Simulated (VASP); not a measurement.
Input of a VASP 6.6.1 run:

Contents of INCAR:

```
ALGO     = Normal         # electronic algorithm
EDIFF    = 1E-6           # SCF threshold, eV
ENCUT    = 520            # plane-wave cutoff, eV
GGA      = CA             # functional
ISIF     = 2              # what is computed and relaxed
ISMEAR   = 1              # smearing method
LASPH    = True           # aspherical terms in the spheres
LCHARG   = True           # write CHGCAR
LELF     = True           # ELF
LREAL    = False          # projectors in reciprocal space
LVHAR    = True         
LWAVE    = False          # write WAVECAR
NBANDS   = 22             # bands
NELM     = 80             # most SCF steps
PREC     = Accurate       # precision mode
SIGMA    = 0.15           # smearing width, eV
```

File KPOINTS:

```
k-points
0
Gamma
  7 7 7
```

The input POSCAR:

```
Sr2Ir
1.0
    0.0000000000      3.5384881548      3.5384881548
    3.5384881548      0.0000000000      3.5384881548
    3.5384881548      3.5384881548      0.0000000000
Sr Ir
2 1
Direct
    0.7500000000      0.7500000000      0.7500000000
    0.2500000000      0.2500000000      0.2500000000
    0.0000000000      0.0000000000      0.0000000000
```

Potentials or basis: VASP PAW LDA potentials, release 64 (Sr_sv, Ir).

Launch:

```console
$ cat potpaw_LDA.64/Sr_sv/POTCAR potpaw_LDA.64/Ir/POTCAR > POTCAR
$ mpirun -np 1 vasp_std > vasp.out
```

(1) What does it give for the pressure?

Results:

(1) -0.7 GPa.
